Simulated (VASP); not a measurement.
# SnTe (F-43m) in VASP: single point with LDA

Aim: the single point of SnTe with LDA.

Everything below comes from runs of VASP 6.6.1. Logs are shortened: lines on timing, memory, paths and dates and some standing lists are left out, and cuts for length are marked.

### Step 1. The cell of the first run

It takes space group F-43m (No. 216, cubic). The conventional cell has a = 6.894 Å, b = 6.894 Å, c = 6.894 Å, α = 90.00°, β = 90.00°, γ = 90.00°. Within 3.9 Å of Sn (site symmetry -43m) lie 4 Te at 2.99 Å. Te (site symmetry -43m) has 4 Sn at 2.99 Å within 3.9 Å.

### Step 2. Single point, LDA

Input file INCAR:

```
SYSTEM = SnTe
PREC = Accurate
ENCUT = 520
EDIFF = 1E-6
ISMEAR = 0
SIGMA = 0.05
LREAL = .False.
LASPH = .True.
NELM = 80
ALGO = Normal
ISIF = 2
LWAVE = .False.
LCHARG = .True.
GGA = CA
LELF = .True.
LVHAR = .True.
NBANDS = 17
```

Input file KPOINTS:

```
Automatic mesh
0
Gamma
  4 4 4
  0 0 0
```

Input file POSCAR:

```
SnTe
1.0
    0.0000000000      3.4471275172      3.4471275172
    3.4471275172      0.0000000000      3.4471275172
    3.4471275172      3.4471275172      0.0000000000
Sn Te
1 1
Direct
    0.0000000000      0.0000000000      0.0000000000
    0.2500000000      0.2500000000      0.2500000000
```

Potentials or basis: VASP PAW LDA potentials, release 64 (Sn_d, Te).

On the command line:

```sh
$ cat potpaw_LDA.64/Sn_d/POTCAR potpaw_LDA.64/Te/POTCAR > POTCAR
$ mpirun -np 1 vasp_std > vasp.out
```

OUTCAR:

```text
SYSTEM = SnTe
   PREC = Accurate
   ENCUT = 520
   EDIFF = 1E-6
   ISMEAR = 0
   LREAL = .False.
   LASPH = .True.
   NELM = 80
   ISIF = 2
   GGA = CA

 ion  position               nearest neighbor table
   1  0.000  0.000  0.000-   2 2.99   2 2.99   2 2.99   2 2.99
   2  0.250  0.250  0.250-   1 2.99   1 2.99   1 2.99   1 2.99

  LATTYP: Found a face centered cubic cell.
 ALAT       =     6.8942550344

  Lattice vectors:

 A1 = (   0.0000000000,   3.4471275172,   3.4471275172)
 A2 = (   3.4471275172,   0.0000000000,   3.4471275172)
 A3 = (   3.4471275172,   3.4471275172,   0.0000000000)

Analysis of symmetry for initial positions (statically):
=====================================================================
 Subroutine PRICEL returns:
 Original cell was already a primitive cell.

 Routine SETGRP: Setting up the symmetry group for a
 face centered cubic supercell.

 Subroutine GETGRP returns: Found 24 space group operations
 (whereof 24 operations were pure point group operations)
 out of a pool of 48 trial point group operations.

The static configuration has the point symmetry T_d .

Analysis of symmetry for dynamics (positions and initial velocities):
=====================================================================
 Subroutine PRICEL returns:
 Original cell was already a primitive cell.

 Routine SETGRP: Setting up the symmetry group for a
 face centered cubic supercell.

 Subroutine GETGRP returns: Found 24 space group operations
 (whereof 24 operations were pure point group operations)
 out of a pool of 48 trial point group operations.

The dynamic configuration has the point symmetry T_d .

 Subroutine INISYM returns: Found 24 space group operations
 (whereof 24 operations are pure point group operations),
 and found     1 'primitive' translations

----------------------------------------------------------------------------------------

                                     Primitive cell

  volume of cell :      81.9223

  direct lattice vectors                    reciprocal lattice vectors
     0.000000000  3.447127517  3.447127517    -0.145048304  0.145048304  0.145048304
     3.447127517  0.000000000  3.447127517     0.145048304 -0.145048304  0.145048304
     3.447127517  3.447127517  0.000000000     0.145048304  0.145048304 -0.145048304

  length of vectors
     4.874974486  4.874974486  4.874974486     0.251231032  0.251231032  0.251231032

  position of ions in fractional coordinates (direct lattice)
     0.000000000  0.000000000  0.000000000
     0.250000000  0.250000000  0.250000000

  ion indices of the primitive-cell ions
   primitive index   ion index
                 1           1
                 2           2

----------------------------------------------------------------------------------------

 KPOINTS: Automatic mesh

Automatic generation of k-mesh.
 Grid dimensions read from file:
 generate k-points for:    4    4    4

 Generating k-lattice:

  Cartesian coordinates                     Fractional coordinates (reciprocal lattice)
    -0.036262076  0.036262076  0.036262076     0.250000000  0.000000000  0.000000000
     0.036262076 -0.036262076  0.036262076     0.000000000  0.250000000  0.000000000
     0.036262076  0.036262076 -0.036262076     0.000000000  0.000000000  0.250000000

  Length of vectors
     0.062807758  0.062807758  0.062807758

  Shift w.r.t. Gamma in fractional coordinates (k-lattice)
     0.000000000  0.000000000  0.000000000

 Subroutine IBZKPT returns following result:
 ===========================================

 Found      8 irreducible k-points:

 Following reciprocal coordinates:
            Coordinates               Weight
  0.000000  0.000000  0.000000      1.000000
  0.250000  0.000000  0.000000      8.000000
  0.500000  0.000000  0.000000      4.000000
  0.250000  0.250000  0.000000      6.000000
  0.500000  0.250000  0.000000     24.000000
 -0.250000  0.250000  0.000000     12.000000
  0.500000  0.500000  0.000000      3.000000
 -0.250000  0.500000  0.250000      6.000000
   k-points           NKPTS =      8   k-points in BZ     NKDIM =      8   number of bands    NBANDS=     17
   number of dos      NEDOS =    301   number of ions     NIONS =      2
   total plane-waves  NPLWV =  46656
   dimension x,y,z NGX =    36 NGY =   36 NGZ =   36
   dimension x,y,z NGXF=    72 NGYF=   72 NGZF=   72
   ions per type =               1   1
   NGX,Y,Z   is equivalent  to a cutoff of  12.28, 12.28, 12.28 a.u.
   NGXF,Y,Z  is equivalent  to a cutoff of  24.55, 24.55, 24.55 a.u.
 SYSTEM =  SnTe
   PREC   = accura    normal or accurate (medium, high low for compatibility)
   ISTART =      0    job   : 0-new  1-cont  2-samecut
   ICHARG =      2    charge: 1-file 2-atom 10-const
   ISPIN  =      1    spin polarized calculation?
   LNONCOLLINEAR =      F non collinear calculations
   LSORBIT =      F    spin-orbit coupling
   LASPH  =      T    aspherical Exc in radial PAW
   ENCUT  =  520.0 eV  38.22 Ry    6.18 a.u.   9.06  9.06  9.06*2*pi/ulx,y,z
   NELM   =     80;   NELMIN=  2; NELMDL= -5     # of ELM steps
   EDIFF  = 0.1E-05   stopping-criterion for ELM
   LREAL  =      F    real-space projection
   EDIFFG = 0.1E-04   stopping-criterion for IOM
   NSW    =      0    number of steps for IOM
   IBRION =     -1    ionic relax: 0-MD 1-quasi-New 2-CG
   NFREE  =      0    steps in history (QN), initial steepest desc. (CG)
   ISIF   =      2    stress and relaxation
   ISYM   =      2    0-nonsym 1-usesym 2-fastsym
   POTIM  = 0.5000    time-step for ionic-motion
   TEBEG  =    0.0;   TEEND  =   0.0 temperature during run
   PSTRESS=    0.0 pullay stress
   NELECT =      20.0000    total number of electrons
   NUPDOWN=      -1.0000    fix difference up-down
   EMIN   =  10.00;   EMAX   =-10.00  energy-range for DOS
   EFERMI =   0.00;   METHOD = LEGACY
   ISMEAR =     0;   SIGMA  =   0.05  broadening in eV -4-tet -1-fermi 0-gaus
   EFERMI_NEDOS =   21; number of points for ismear=-14 and -15
   IALGO  =     38    algorithm
   IMIX   =      4    mixing-type and parameters
     AMIX     =   0.40;   BMIX     =  1.00
     AMIX_MAG =   1.60;   BMIX_MAG =  1.00
  volume/ion in A,a.u.               =      40.96       276.42
  Fermi-wavevector in a.u.,A,eV,Ry     =   1.023177  1.933524 14.243822  1.046891
  Thomas-Fermi vector in A             =   2.156896
   LORBIT       =      0    0 simple, 1 ext, 2 COOP (PROOUT), +10 PAW based schemes
   GGA     = CA    functional components
   LHFCALC =     F    Hartree Fock is set to
   AEXX    =    0.0000 exact exchange contribution
   IVDW    =     0    specifies the selected vdW correction
   LEPSILON=     F    determine dielectric tensor
   LRPA    =     F    only Hartree local field effects (RPA)
 non-spin polarized calculation
 Gauss-broadening in eV      SIGMA  =   0.05
  energy-cutoff  :      520.00
  volume of cell :       81.92
 maximum number of plane-waves:      2229
   NGX = 19   NGY = 19   NGZ = 19

 number of electron      19.9999990 magnetization

 Free energy of the ion-electron system (eV)
  ---------------------------------------------------
  ext. energy  EPLUGINS =         0.00000000
  ---------------------------------------------------
  free energy    TOTEN  =        -8.09994621 eV

  energy without entropy =       -8.09690383  energy(sigma->0) =       -8.09842502

 E-fermi :   4.2692     XC(G=0):  -8.3914

 val. band max:        3.9499091880   @ k =   0.5000   0.5000   0.0000
 cond. band min:       4.2715004006   @ k =   0.2500   0.2500   0.0000
 fundamental gap:      0.3215912127
 Fermi energy:         4.2691732500

 k-point     1 :       0.0000    0.0000    0.0000
  band No.  band energies     occupation
      1     -17.5519      2.00000
      2     -17.5519      2.00000
      3     -17.5519      2.00000
      4     -17.5306      2.00000
      5     -17.5306      2.00000
      6      -8.2423      2.00000
      7      -0.7091      2.00000
      8       1.8683      2.00000
      9       1.8683      2.00000
     10       1.8683      2.00000
     11       5.0476      0.00000
     12       5.0476      0.00000
     13       5.0476      0.00000
     14       8.0742      0.00000
     15      10.6236      0.00000
     16      10.6236      0.00000
     17      11.6822      0.00000

 k-point     2 :       0.2500    0.0000    0.0000
  band No.  band energies     occupation
      1     -17.5535      2.00000
      2     -17.5504      2.00000
      3     -17.5504      2.00000
      4     -17.5305      2.00000
      5     -17.5305      2.00000
      6      -7.9319      2.00000
      7      -2.1643      2.00000
      8       1.5081      2.00000
      9       1.5081      2.00000
     10       2.1124      2.00000
     11       5.6151      0.00000
     12       5.6151      0.00000
     13       5.9632      0.00000
     14       9.4338      0.00000
     15       9.9242      0.00000
     16       9.9242      0.00000
     17      11.2867      0.00000

 k-point     3 :       0.5000    0.0000    0.0000
  band No.  band energies     occupation
      1     -17.5552      2.00000
      2     -17.5491      2.00000
      3     -17.5491      2.00000
      4     -17.5303      2.00000
      5     -17.5303      2.00000
      6      -7.5293      2.00000
      7      -3.2943      2.00000
      8       1.2347      2.00000
      9       1.2347      2.00000
     10       1.9088      2.00000
     11       5.9178      0.00000
     12       5.9178      0.00000
     13       7.9897      0.00000
     14       9.6576      0.00000
     15      10.6978      0.00000
     16      11.1841      0.00000
     17      11.1841      0.00000

 k-point     4 :       0.2500    0.2500    0.0000
  band No.  band energies     occupation
      1     -17.5558      2.00000
      2     -17.5490      2.00000
      3     -17.5490      2.00000
      4     -17.5314      2.00000
      5     -17.5298      2.00000
      6      -7.8206      2.00000
      7      -2.4130      2.00000
      8       1.0061      2.00000
      9       1.0061      2.00000
     10       3.2178      2.00000
     11       4.2715      0.94752
     12       6.6549      0.00000
     13       6.6549      0.00000
     14       8.4634      0.00000
     15      10.4502      0.00000
     16      11.2606      0.00000
     17      13.0824      0.00000

 k-point     5 :       0.5000    0.2500    0.0000
  band No.  band energies     occupation
      1     -17.5571      2.00000
      2     -17.5479      2.00000
      3     -17.5475      2.00000
      4     -17.5314      2.00000
      5     -17.5297      2.00000
      6      -7.3940      2.00000
      7      -3.4114      2.00000
      8       0.1941      2.00000
      9       0.7899      2.00000
     10       3.4434      2.00000
     11       5.2358      0.00000
     12       7.0379      0.00000
     13       7.1209      0.00000
     14       9.5626      0.00000
     15      10.9246      0.00000
     16      11.4346      0.00000
     17      12.2833      0.00000

 k-point     6 :      -0.2500    0.2500    0.0000
  band No.  band energies     occupation
      1     -17.5555      2.00000
      2     -17.5488      2.00000
      3     -17.5487      2.00000
      4     -17.5306      2.00000
      5     -17.5304      2.00000
      6      -7.5459      2.00000
      7      -3.1088      2.00000
      8       0.1753      2.00000
      9       1.2102      2.00000
     10       3.2416      2.00000
     11       6.0430      0.00000
     12       6.2466      0.00000
     13       6.5075      0.00000
     14       9.5289      0.00000
     15       9.8845      0.00000
     16      11.2719      0.00000
     17      12.4224      0.00000

 k-point     7 :       0.5000    0.5000    0.0000
  band No.  band energies     occupation
      1     -17.5597      2.00000
      2     -17.5460      2.00000
      3     -17.5460      2.00000
      4     -17.5323      2.00000
      5     -17.5290      2.00000
      6      -7.2314      2.00000
      7      -3.7039      2.00000
      8       0.4441      2.00000
      9       0.4441      2.00000
     10       3.3380      2.00000
     11       3.9499      2.00000
     12       8.5338      0.00000
     13       8.5338      0.00000
     14       9.6931      0.00000
     15      10.9757      0.00000
     16      12.4926      0.00000
     17      12.4936      0.00000

 k-point     8 :      -0.2500    0.5000    0.2500
  band No.  band energies     occupation
      1     -17.5575      2.00000
      2     -17.5483      2.00000
      3     -17.5461      2.00000
      4     -17.5314      2.00000
      5     -17.5298      2.00000
      6      -7.2255      2.00000
      7      -3.6695      2.00000
      8       0.1052      2.00000
      9       0.2119      2.00000
     10       4.3377      0.05248
     11       5.6177      0.00000
     12       6.2454      0.00000
     13       7.2743      0.00000
     14       9.6903      0.00000
     15      10.7927      0.00000
     16      12.2271      0.00000
     17      12.2525      0.00000

------------------------ aborting loop because EDIFF is reached ----------------------------------------

  FORCE on cell =-STRESS in cart. coord.  units (eV):
  Direction    XX          YY          ZZ          XY          YZ          ZX
  --------------------------------------------------------------------------------------
  -------------------------------------------------------------------------------------
  Total        0.1385913      0.1385913      0.1385913     -0.0000000     -0.0000000      0.0000000
  in kB        2.7104691      2.7104691      2.7104691     -0.0000000     -0.0000000      0.0000000
  external PRESSURE =       2.7104691 kB  Pullay stress =       0.0000000 kB

 VOLUME and BASIS-vectors are now :
 -----------------------------------------------------------------------------
  energy-cutoff  :      520.00
  volume of cell :       81.92
      direct lattice vectors                 reciprocal lattice vectors
     0.000000000  3.447127517  3.447127517    -0.145048304  0.145048304  0.145048304
     3.447127517  0.000000000  3.447127517     0.145048304 -0.145048304  0.145048304
     3.447127517  3.447127517  0.000000000     0.145048304  0.145048304 -0.145048304

 POSITION                                       TOTAL-FORCE (eV/Angst)
 -----------------------------------------------------------------------------------
      0.00000      0.00000      0.00000        -0.000000     -0.000000     -0.000000
      1.72356      1.72356      1.72356         0.000000      0.000000      0.000000
 -----------------------------------------------------------------------------------
    total drift:                                0.000000      0.000000     -0.000000

  FREE ENERGIE OF THE ION-ELECTRON SYSTEM (eV)
  ---------------------------------------------------
  free  energy   TOTEN  =        -8.0999462120 eV

  energy  without entropy=       -8.0969038295  energy(sigma->0) =       -8.09842502
```

It took 5.8 s on 1 thread of AMD EPYC 9R45 (Zen 5), shared host; peak memory 0.14 GiB.

Results:

| Property | Result |
| --- | --- |
| Free energy | -8.0999 eV |
| Pressure | 0.3 GPa |
| Band gap on the k mesh | zero (band 10 reaches 4.34 eV, above the bottom of band 11 at 3.95 eV) |

Levels at points of the mesh, in eV from the Fermi level:
```tsv
k point	band 6	band 7	band 8	band 9	band 10	band 11	band 12	band 13	band 14	band 15
(0.00, 0.00, 0.00)	-12.51	-4.98	-2.40	-2.40	-2.40	0.78	0.78	0.78	3.81	6.35
(0.50, 0.00, 0.00)	-11.80	-7.56	-3.03	-3.03	-2.36	1.65	1.65	3.72	5.39	6.43
(0.50, 0.50, 0.00)	-11.50	-7.97	-3.83	-3.83	-0.93	-0.32	4.26	4.26	5.42	6.71
```

Caveat: the k points lie up to 0.39 Å⁻¹ apart; spin-orbit coupling is left out, which moves the levels of the heavy elements.
